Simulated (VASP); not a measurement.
TeAs2: relaxation of cell and atoms with PBE

The system is TeAs2.

```
Te As
1.0
     5.23634    0.00000    0.00000
     0.00000    5.23634    0.00000
     0.00000    0.00000    6.36153
Te As
2 4
Direct
  0.00000 0.00000 0.00000
  0.00000 0.00000 0.50000
  0.50000 0.25000 0.00000
  0.50000 0.75000 0.00000
  0.25000 0.50000 0.50000
  0.75000 0.50000 0.50000
```

The cell was generated, and may not be a known phase.

- Program: VASP 6.6.1
- Task: relaxation of cell and atoms
- Functional: PBE
- Potentials or basis: VASP PAW PBE potentials, release 64 (Te, As)
- Cutoff: 600 eV
- k mesh: 4 × 4 × 4
- Occupations: gaussian, width 0.1 eV
- Spin: no spin polarisation
- Dipole correction: no
- Further INCAR settings: ALGO = Normal; EDIFF = 1e-07; IBRION = 2; EDIFFG = -0.04; NSW = 90; ISIF = 3

```
Relaxed volume                        : 28.30 Å³/atom
Relaxed cell                          : a = 5.195 Å, b = 5.195 Å, c = 6.293 Å, α = 90.00°, β = 90.00°, γ = 90.00°
Space group after relaxing (to 0.1 Å) : P4_2/mmc (No. 131)
Energy gained by relaxing             : 27.2 meV/atom
Ionic steps                           : 17
Pressure after relaxing               : 0.0 GPa
Largest force after relaxing          : 0.034 eV/Å
Band gap on the k mesh                : zero (bands 16 and 17 overlap by 1.03 eV)
```

Forces in eV/Å, atoms in the order of the input:
```
Te   0.000  0.000  0.000
Te   0.000  0.000  0.000
As   0.000 -0.034  0.000
As   0.000  0.034  0.000
As  -0.034  0.000  0.000
As   0.034  0.000  0.000
```

The path:
```tsv
step	energy change (eV)	largest force (eV/Å)	pressure (GPa)	volume (Å³)
1	0.0000	0.3332	-1.74	174.43
2	-0.0681	0.3912	0.23	166.56
3	-0.0700	0.3863	0.66	165.16
4	-0.1121	0.2481	0.71	164.04
5	-0.1216	0.1987	0.89	163.36
6	-0.1243	0.0235	1.41	161.97
7	-0.1261	0.1797	1.10	162.79
8	-0.1273	0.0944	1.24	162.38
9	-0.1409	0.0394	-0.59	168.66
10	-0.1448	0.0488	-0.04	166.58
11	-0.1480	0.0335	0.07	166.77
12	-0.1492	0.1259	0.21	166.97
13	-0.1515	0.1277	0.15	167.45
14	-0.1587	0.1221	0.00	168.87
15	-0.1585	0.0408	-0.18	171.66
16	-0.1620	0.0860	-0.11	170.22
17	-0.1631	0.0343	-0.03	169.83
```

Final structure:
```
CELL_PARAMETERS angstrom
5.19487 0.00000 0.00000
0.00000 5.19487 0.00000
0.00000 0.00000 6.29294
ATOMIC_POSITIONS crystal
Te 0.00000 0.00000 0.00000
Te 0.00000 0.00000 0.50000
As 0.50000 0.26874 0.00000
As 0.50000 0.73126 0.00000
As 0.26874 0.50000 0.50000
As 0.73126 0.50000 0.50000
```

Levels at points of the mesh, in eV from the Fermi level:
```csv
k point,band 12,band 13,band 14,band 15,band 16,band 17,band 18,band 19,band 20
"(0.00, 0.00, 0.00)",-3.00,-1.21,-1.21,-0.48,-0.30,0.43,0.43,0.71,1.89
"(0.50, 0.00, 0.00)",-2.43,-1.98,-1.51,-0.42,0.19,0.47,0.66,0.67,1.31
"(0.50, 0.50, 0.00)",-1.38,-0.99,-0.99,-0.52,-0.31,0.02,1.11,1.88,1.88
"(0.00, 0.00, 0.50)",-3.02,-1.30,-1.30,-0.69,-0.69,0.04,0.04,0.54,0.54
"(0.50, 0.00, 0.50)",-2.38,-2.03,-1.98,-1.97,-1.53,0.33,0.42,1.07,1.28
"(0.50, 0.50, 0.50)",-1.42,-0.94,-0.94,-0.38,-0.38,-0.37,-0.37,0.58,0.58
```

It took 9.4 min on 1 thread of Intel(R) Xeon(R) Platinum 8488C (Sapphire Rapids) (shared host), peak memory 0.35 GiB.

Caveat: spin-orbit coupling is left out, which moves the levels of the heavy elements.
